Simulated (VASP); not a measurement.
# C (C2/m) in VASP: a series of runs

C is run at these levels: PBE; tasks: single point.

Program: VASP 6.6.1. These are calculated values, not measurements. Logs are shortened: lines on timing, memory, paths and dates and some standing lists are left out, and cuts for length are marked.

## (1) The cell of the first run

Symmetry: C2/m, No. 12, monoclinic system. Conventional cell: a = 4.272 Å, b = 2.467 Å, c = 8.707 Å, α = 90.00°, β = 90.00°, γ = 90.00°. Within 1.9 Å of C (site symmetry m) lie 3 C at 1.42 Å. Within 1.9 Å of C (site symmetry m) lie 3 C at 1.42 Å.

## (2) Single point, PBE (atoms displaced along a vibrational mode)

The input, INCAR:

```
SYSTEM = C
ALGO = Normal
EDIFF = 1E-7
ENCUT = 520
GGA = PE
ISIF = 2
ISMEAR = 0
LASPH = .TRUE.
LCHARG = .TRUE.
LELF = .TRUE.
LREAL = .FALSE.
LVHAR = .TRUE.
LWAVE = .FALSE.
NBANDS = 16
NELM = 100
PREC = Accurate
SIGMA = 0.15
```

The input, KPOINTS:

```
k-points
0
G
  18 18 6
  0 0 0
```

The input, POSCAR:

```
C
1.0
    1.2332770792     -2.1360444277      0.0000000000
    1.2332770792      2.1360444277      0.0000000000
    0.0000000000      0.0000000000      8.7070252276
C
4
Direct
    0.1233132390      0.8766867610      0.7012645739
    0.5433523553      0.4566476447      0.2987352133
    0.8766867610      0.1233132390      0.2987354261
    0.4566476447      0.5433523553      0.7012647867
```

Potentials or basis: VASP PAW PBE potentials, release 64 (C).

The run is started by

```bash
cat potpaw_PBE.64/C/POTCAR > POTCAR
mpirun -np 1 vasp_std > vasp.out
```

OUTCAR:

```text
SYSTEM = C
   EDIFF = 1E-7
   ENCUT = 520
   GGA = PE
   ISIF = 2
   ISMEAR = 0
   LASPH = .TRUE.
   LREAL = .FALSE.
   NELM = 100
   PREC = Accurate

 ion  position               nearest neighbor table
   1  0.123  0.877  0.701-   4 1.42   4 1.42   4 1.42
   2  0.543  0.457  0.299-   3 1.42   3 1.42   3 1.42
   3  0.877  0.123  0.299-   2 1.42   2 1.42   2 1.42
   4  0.457  0.543  0.701-   1 1.42   1 1.42   1 1.42

  LATTYP: Found a base centered orthorhombic cell.
 ALAT       =     2.4665541584
 B/A-ratio  =     1.7320069137
 C/A-ratio  =     3.5300361024

  Lattice vectors:

 A1 = (   1.2332770792,  -2.1360444277,   0.0000000000)
 A2 = (   1.2332770792,   2.1360444277,   0.0000000000)
 A3 = (   0.0000000000,   0.0000000000,   8.7070252276)

Analysis of symmetry for initial positions (statically):
=====================================================================
 Subroutine PRICEL returns:
 Original cell was already a primitive cell.

 Routine SETGRP: Setting up the symmetry group for a
 base centered orthorhombic supercell.

 Subroutine GETGRP returns: Found  4 space group operations
 (whereof  4 operations were pure point group operations)
 out of a pool of  8 trial point group operations.

The static configuration has the point symmetry C_2h.

Analysis of symmetry for dynamics (positions and initial velocities):
=====================================================================
 Subroutine PRICEL returns:
 Original cell was already a primitive cell.

 Routine SETGRP: Setting up the symmetry group for a
 base centered orthorhombic supercell.

 Subroutine GETGRP returns: Found  4 space group operations
 (whereof  4 operations were pure point group operations)
 out of a pool of  8 trial point group operations.

The dynamic configuration has the point symmetry C_2h.

 Subroutine INISYM returns: Found  4 space group operations
 (whereof  4 operations are pure point group operations),
 and found     1 'primitive' translations

----------------------------------------------------------------------------------------

                                     Primitive cell

  volume of cell :      45.8744

[... 90 lines left out ...]
   ENCUT  =  520.0 eV  38.22 Ry    6.18 a.u.   4.59  4.59 16.19*2*pi/ulx,y,z
   NELM   =    100;   NELMIN=  2; NELMDL= -5     # of ELM steps
   EDIFF  = 0.1E-06   stopping-criterion for ELM
   LREAL  =      F    real-space projection
   EDIFFG = 0.1E-05   stopping-criterion for IOM
   NSW    =      0    number of steps for IOM
   IBRION =     -1    ionic relax: 0-MD 1-quasi-New 2-CG
   NFREE  =      0    steps in history (QN), initial steepest desc. (CG)
   ISIF   =      2    stress and relaxation
   ISYM   =      2    0-nonsym 1-usesym 2-fastsym
   POTIM  = 0.5000    time-step for ionic-motion
   TEBEG  =    0.0;   TEEND  =   0.0 temperature during run
   PSTRESS=    0.0 pullay stress
   NELECT =      16.0000    total number of electrons
   NUPDOWN=      -1.0000    fix difference up-down
   EMIN   =  10.00;   EMAX   =-10.00  energy-range for DOS
   EFERMI =   0.00;   METHOD = LEGACY
   ISMEAR =     0;   SIGMA  =   0.15  broadening in eV -4-tet -1-fermi 0-gaus
   EFERMI_NEDOS =   21; number of points for ismear=-14 and -15
   IALGO  =     38    algorithm
   IMIX   =      4    mixing-type and parameters
     AMIX     =   0.40;   BMIX     =  1.00
     AMIX_MAG =   1.60;   BMIX_MAG =  1.00
  volume/ion in A,a.u.               =      11.47        77.39
  Fermi-wavevector in a.u.,A,eV,Ry     =   1.152368  2.177660 18.067889  1.327952
  Thomas-Fermi vector in A             =   2.289020
   LORBIT       =      0    0 simple, 1 ext, 2 COOP (PROOUT), +10 PAW based schemes
   GGA     = PE    functional components
   LHFCALC =     F    Hartree Fock is set to
   AEXX    =    0.0000 exact exchange contribution
   IVDW    =     0    specifies the selected vdW correction
   LEPSILON=     F    determine dielectric tensor
   LRPA    =     F    only Hartree local field effects (RPA)
 non-spin polarized calculation
 Gauss-broadening in eV      SIGMA  =   0.15
  energy-cutoff  :      520.00
  volume of cell :       45.87
 maximum number of plane-waves:      1260
   NGX =  9   NGY =  9   NGZ = 33

 number of electron      16.0000002 magnetization

 Free energy of the ion-electron system (eV)
  ---------------------------------------------------
  ext. energy  EPLUGINS =         0.00000000
  ---------------------------------------------------
  free energy    TOTEN  =       -36.88712202 eV

  energy without entropy =      -36.88620105  energy(sigma->0) =      -36.88666153

 E-fermi :   2.6337     XC(G=0):  -8.5475

 val. band max:        2.5716140313   @ k =   0.3333   0.3333   0.5000
 cond. band min:       2.6955612434   @ k =   0.3333   0.3333   0.5000
 fundamental gap:      0.1239472121
 Fermi energy:         2.6336902443

 k-point     1 :       0.0000    0.0000    0.0000
  band No.  band energies     occupation
      1     -16.9264      2.00000
      2     -16.8181      2.00000
      3      -5.3762      2.00000
      4      -4.5427      2.00000
      5      -0.4037      2.00000
      6      -0.3991      2.00000
[... 433 lines left out ...]
      3      -4.2415      2.00000
      4      -3.4449      2.00000
      5      -3.4128      2.00000
      6      -3.3904      2.00000
[... 8 lines left out ...]
     15      12.4395      0.00000
     16      13.9628      0.00000

 [... further k-points ...]

------------------------ aborting loop because EDIFF is reached ----------------------------------------

  FORCE on cell =-STRESS in cart. coord.  units (eV):
  Direction    XX          YY          ZZ          XY          YZ          ZX
  --------------------------------------------------------------------------------------
  -------------------------------------------------------------------------------------
  Total        0.1390736      0.1176830      0.2134013      0.0000000     -0.0113211      0.0000000
  in kB        4.8571823      4.1101108      7.4530991      0.0000000     -0.3953939      0.0000000
  external PRESSURE =       5.4734641 kB  Pullay stress =       0.0000000 kB

 VOLUME and BASIS-vectors are now :
 -----------------------------------------------------------------------------
  energy-cutoff  :      520.00
  volume of cell :       45.87
      direct lattice vectors                 reciprocal lattice vectors
     1.233277079 -2.136044428  0.000000000     0.405423897 -0.234077528  0.000000000
     1.233277079  2.136044428  0.000000000     0.405423897  0.234077528  0.000000000
     0.000000000  0.000000000  8.707025228     0.000000000  0.000000000  0.114849788

 POSITION                                       TOTAL-FORCE (eV/Angst)
 -----------------------------------------------------------------------------------
      1.23328      1.60924      6.10593         0.000000     -0.000917      0.039662
      1.23328     -0.18521      2.60110         0.000000      0.002220     -0.031438
      1.23328     -1.60924      2.60110         0.000000      0.000917     -0.039662
      1.23328      0.18521      6.10593         0.000000     -0.002220      0.031438
 -----------------------------------------------------------------------------------
    total drift:                                0.000000      0.000000      0.000000

  FREE ENERGIE OF THE ION-ELECTRON SYSTEM (eV)
  ---------------------------------------------------
  free  energy   TOTEN  =       -36.8871220175 eV

  energy  without entropy=      -36.8862010450  energy(sigma->0) =      -36.88666153
```

Wall time 3.6 min (1 thread of AMD EPYC 9R14 (Zen 4), shared host); peak memory 0.33 GiB.

What came out:

```
Free energy   : -36.8871 eV
Pressure      : 0.5 GPa
Largest force : 0.040 eV/Å
```

Forces on the atoms (eV/Å):
```
C    0.000 -0.001  0.040
C    0.000  0.002 -0.031
C    0.000  0.001 -0.040
C    0.000 -0.002  0.031
```

Stress tensor (GPa, compression positive):
```
 0.49  0.00  0.00
 0.00  0.41 -0.04
 0.00 -0.04  0.75
```

Caveat: the cell differs from its parent crystal (atoms displaced along a vibrational mode); this functional lacks dispersion, which binds the layers, so the pressure and a relaxed spacing across them are unreliable.

## (3) Single point, PBE

The input, INCAR:

```
ALGO = Normal
EDIFF = 1E-7
ENCUT = 520
GGA = PE
ISIF = 2
ISMEAR = 0
LASPH = True
LCHARG = True
LELF = True
LREAL = False
LVHAR = True
LWAVE = False
NBANDS = 16
NELM = 100
PREC = Accurate
SIGMA = 0.15
```

The input, KPOINTS:

```
k-points
0
Gamma
  18 18 6
```

The input, POSCAR:

```
C
1.0
    1.2332770792     -2.1360444277      0.0000000000
    1.2332770792      2.1360444277      0.0000000000
    0.0000000000      0.0000000000      8.7070252276
C
4
Direct
    0.1433035456      0.8566964544      0.7306890364
    0.5233622201      0.4766377799      0.2693106445
    0.8566964544      0.1433035456      0.2693109636
    0.4766377799      0.5233622201      0.7306893555
```

Potentials or basis: VASP PAW PBE potentials, release 64 (C).

The run is started by

```bash
cat potpaw_PBE.64/C/POTCAR > POTCAR
mpirun -np 1 vasp_std > vasp.out
```

OUTCAR:

```text
EDIFF = 1E-7
   ENCUT = 520
   GGA = PE
   ISIF = 2
   ISMEAR = 0
   LASPH = True
   LREAL = False
   NELM = 100
   PREC = Accurate

 ion  position               nearest neighbor table
   1  0.143  0.857  0.731-   4 1.42   4 1.42   4 1.42
   2  0.523  0.477  0.269-   3 1.42   3 1.42   3 1.42
   3  0.857  0.143  0.269-   2 1.42   2 1.42   2 1.42
   4  0.477  0.523  0.731-   1 1.42   1 1.42   1 1.42

  LATTYP: Found a base centered orthorhombic cell.
 ALAT       =     2.4665541584
 B/A-ratio  =     1.7320069137
 C/A-ratio  =     3.5300361024

  Lattice vectors:

 A1 = (   1.2332770792,  -2.1360444277,   0.0000000000)
 A2 = (   1.2332770792,   2.1360444277,   0.0000000000)
 A3 = (   0.0000000000,   0.0000000000,   8.7070252276)

Analysis of symmetry for initial positions (statically):
=====================================================================
 Subroutine PRICEL returns:
 Original cell was already a primitive cell.

 Routine SETGRP: Setting up the symmetry group for a
 base centered orthorhombic supercell.

 Subroutine GETGRP returns: Found  4 space group operations
 (whereof  4 operations were pure point group operations)
 out of a pool of  8 trial point group operations.

The static configuration has the point symmetry C_2h.

Analysis of symmetry for dynamics (positions and initial velocities):
=====================================================================
 Subroutine PRICEL returns:
 Original cell was already a primitive cell.

 Routine SETGRP: Setting up the symmetry group for a
 base centered orthorhombic supercell.

 Subroutine GETGRP returns: Found  4 space group operations
 (whereof  4 operations were pure point group operations)
 out of a pool of  8 trial point group operations.

The dynamic configuration has the point symmetry C_2h.

 Subroutine INISYM returns: Found  4 space group operations
 (whereof  4 operations are pure point group operations),
 and found     1 'primitive' translations

----------------------------------------------------------------------------------------

                                     Primitive cell

  volume of cell :      45.8744

  direct lattice vectors                    reciprocal lattice vectors
     1.233277079 -2.136044428  0.000000000     0.405423897 -0.234077528  0.000000000
     1.233277079  2.136044428  0.000000000     0.405423897  0.234077528  0.000000000
     0.000000000  0.000000000  8.707025228     0.000000000  0.000000000  0.114849788

  length of vectors
     2.466507278  2.466507278  8.707025228     0.468146159  0.468146159  0.114849788

  position of ions in fractional coordinates (direct lattice)
     0.143303546  0.856696454  0.730689036
     0.523362220  0.476637780  0.269310645
     0.856696454  0.143303546  0.269310964
     0.476637780  0.523362220  0.730689355

  ion indices of the primitive-cell ions
   primitive index   ion index
                 1           1
                 2           2
                 3           3
                 4           4

----------------------------------------------------------------------------------------

[... 23 lines left out ...]

 Following reciprocal coordinates:
            Coordinates               Weight
  0.000000  0.000000  0.000000      1.000000
  0.055556  0.000000  0.000000      4.000000
  0.111111  0.000000  0.000000      4.000000
  0.166667  0.000000  0.000000      4.000000
  0.222222  0.000000  0.000000      4.000000
  0.277778  0.000000  0.000000      4.000000
[... 16 lines left out ...]
 -0.277778  0.055556  0.000000      4.000000
 -0.222222  0.055556  0.000000      4.000000
 [... further k-points ...]
   k-points           NKPTS =    524   k-points in BZ     NKDIM =    524   number of bands    NBANDS=     16
   number of dos      NEDOS =    301   number of ions     NIONS =      4
   total plane-waves  NPLWV =  22680
   dimension x,y,z NGX =    18 NGY =   18 NGZ =   70
   dimension x,y,z NGXF=    36 NGYF=   36 NGZF=  140
   ions per type =               4
   NGX,Y,Z   is equivalent  to a cutoff of  12.13, 12.13, 13.37 a.u.
   NGXF,Y,Z  is equivalent  to a cutoff of  24.26, 24.26, 26.73 a.u.
 SYSTEM =  unknown system
   PREC   = accura    normal or accurate (medium, high low for compatibility)
   ISTART =      0    job   : 0-new  1-cont  2-samecut
   ICHARG =      2    charge: 1-file 2-atom 10-const
   ISPIN  =      1    spin polarized calculation?
   LNONCOLLINEAR =      F non collinear calculations
   LSORBIT =      F    spin-orbit coupling
   LASPH  =      T    aspherical Exc in radial PAW
   ENCUT  =  520.0 eV  38.22 Ry    6.18 a.u.   4.59  4.59 16.19*2*pi/ulx,y,z
   NELM   =    100;   NELMIN=  2; NELMDL= -5     # of ELM steps
   EDIFF  = 0.1E-06   stopping-criterion for ELM
   LREAL  =      F    real-space projection
   EDIFFG = 0.1E-05   stopping-criterion for IOM
   NSW    =      0    number of steps for IOM
   IBRION =     -1    ionic relax: 0-MD 1-quasi-New 2-CG
   NFREE  =      0    steps in history (QN), initial steepest desc. (CG)
   ISIF   =      2    stress and relaxation
   ISYM   =      2    0-nonsym 1-usesym 2-fastsym
   POTIM  = 0.5000    time-step for ionic-motion
   TEBEG  =    0.0;   TEEND  =   0.0 temperature during run
   PSTRESS=    0.0 pullay stress
   NELECT =      16.0000    total number of electrons
   NUPDOWN=      -1.0000    fix difference up-down
   EMIN   =  10.00;   EMAX   =-10.00  energy-range for DOS
   EFERMI =   0.00;   METHOD = LEGACY
   ISMEAR =     0;   SIGMA  =   0.15  broadening in eV -4-tet -1-fermi 0-gaus
   EFERMI_NEDOS =   21; number of points for ismear=-14 and -15
   IALGO  =     38    algorithm
   IMIX   =      4    mixing-type and parameters
     AMIX     =   0.40;   BMIX     =  1.00
     AMIX_MAG =   1.60;   BMIX_MAG =  1.00
  volume/ion in A,a.u.               =      11.47        77.39
  Fermi-wavevector in a.u.,A,eV,Ry     =   1.152368  2.177660 18.067889  1.327952
  Thomas-Fermi vector in A             =   2.289020
   LORBIT       =      0    0 simple, 1 ext, 2 COOP (PROOUT), +10 PAW based schemes
   GGA     = PE    functional components
   LHFCALC =     F    Hartree Fock is set to
   AEXX    =    0.0000 exact exchange contribution
   IVDW    =     0    specifies the selected vdW correction
   LEPSILON=     F    determine dielectric tensor
   LRPA    =     F    only Hartree local field effects (RPA)
 non-spin polarized calculation
 Gauss-broadening in eV      SIGMA  =   0.15
  energy-cutoff  :      520.00
  volume of cell :       45.87
 maximum number of plane-waves:      1260
   NGX =  9   NGY =  9   NGZ = 33

 number of electron      15.9999999 magnetization

 Free energy of the ion-electron system (eV)
  ---------------------------------------------------
  ext. energy  EPLUGINS =         0.00000000
  ---------------------------------------------------
  free energy    TOTEN  =       -36.90374083 eV

  energy without entropy =      -36.90207177  energy(sigma->0) =      -36.90290630

 E-fermi :   2.6461     XC(G=0):  -8.5867

 val. band max:        2.6349329645   @ k =   0.3333   0.3333   0.5000
 cond. band min:       2.6572418241   @ k =   0.3333   0.3333   0.5000
 fundamental gap:      0.0223088596
 Fermi energy:         2.6460855896

 k-point     1 :       0.0000    0.0000    0.0000
  band No.  band energies     occupation
      1     -16.8875      2.00000
      2     -16.8491      2.00000
      3      -5.1988      2.00000
      4      -4.7212      2.00000
      5      -0.3982      2.00000
      6      -0.3973      2.00000
[... 433 lines left out ...]
      3      -4.0687      2.00000
      4      -3.6161      2.00000
      5      -3.4030      2.00000
      6      -3.3966      2.00000
[... 8 lines left out ...]
     15      13.4574      0.00000
     16      13.9909      0.00000

 [... further k-points ...]

------------------------ aborting loop because EDIFF is reached ----------------------------------------

  FORCE on cell =-STRESS in cart. coord.  units (eV):
  Direction    XX          YY          ZZ          XY          YZ          ZX
  --------------------------------------------------------------------------------------
  -------------------------------------------------------------------------------------
  Total        0.1528617      0.1543803      0.0038131      0.0000000     -0.0015671      0.0000000
  in kB        5.3387370      5.3917743      0.1331745      0.0000000     -0.0547299      0.0000000
  external PRESSURE =       3.6212286 kB  Pullay stress =       0.0000000 kB

 VOLUME and BASIS-vectors are now :
 -----------------------------------------------------------------------------
  energy-cutoff  :      520.00
  volume of cell :       45.87
      direct lattice vectors                 reciprocal lattice vectors
     1.233277079 -2.136044428  0.000000000     0.405423897 -0.234077528  0.000000000
     1.233277079  2.136044428  0.000000000     0.405423897  0.234077528  0.000000000
     0.000000000  0.000000000  8.707025228     0.000000000  0.000000000  0.114849788

 POSITION                                       TOTAL-FORCE (eV/Angst)
 -----------------------------------------------------------------------------------
      1.23328      1.52384      6.36213         0.000000     -0.000359      0.006121
      1.23328     -0.09981      2.34489         0.000000      0.000529     -0.003789
      1.23328     -1.52384      2.34490         0.000000      0.000359     -0.006121
      1.23328      0.09981      6.36213         0.000000     -0.000529      0.003789
 -----------------------------------------------------------------------------------
    total drift:                                0.000000      0.000000     -0.000000

  FREE ENERGIE OF THE ION-ELECTRON SYSTEM (eV)
  ---------------------------------------------------
  free  energy   TOTEN  =       -36.9037408253 eV

  energy  without entropy=      -36.9020717745  energy(sigma->0) =      -36.90290630
```

stdout:

```text
POSCAR found type information on POSCAR C
 POSCAR found :  1 types and       4 ions
 scaLAPACK will be used
 LDA part: xc-table for (Slater+PW92), standard interpolation
 POSCAR, INCAR and KPOINTS ok, starting setup
 FFT: planning ... GRIDC
 FFT: planning ... GRID_SOFT
 FFT: planning ... GRID
 WAVECAR not read
 entering main loop
```

Wall time 3.3 min (1 thread of AMD EPYC 9R14 (Zen 4), shared host); peak memory 0.33 GiB.

Results:

| Item | Value |
| --- | --- |
| Free energy | -36.9037 eV |
| Pressure | 0.4 GPa |
| Largest force | 0.006 eV/Å |

Forces in eV/Å, atoms in the order of the input:
```
C    0.000  0.000  0.006
C    0.000  0.001 -0.004
C    0.000  0.000 -0.006
C    0.000 -0.001  0.004
```

Stress tensor (GPa, compression positive):
```
 0.53  0.00  0.00
 0.00  0.54 -0.01
 0.00 -0.01  0.01
```

Caveat: this functional lacks dispersion, which binds the layers, so the pressure and a relaxed spacing across them are unreliable.

[end of part 1 of 2]
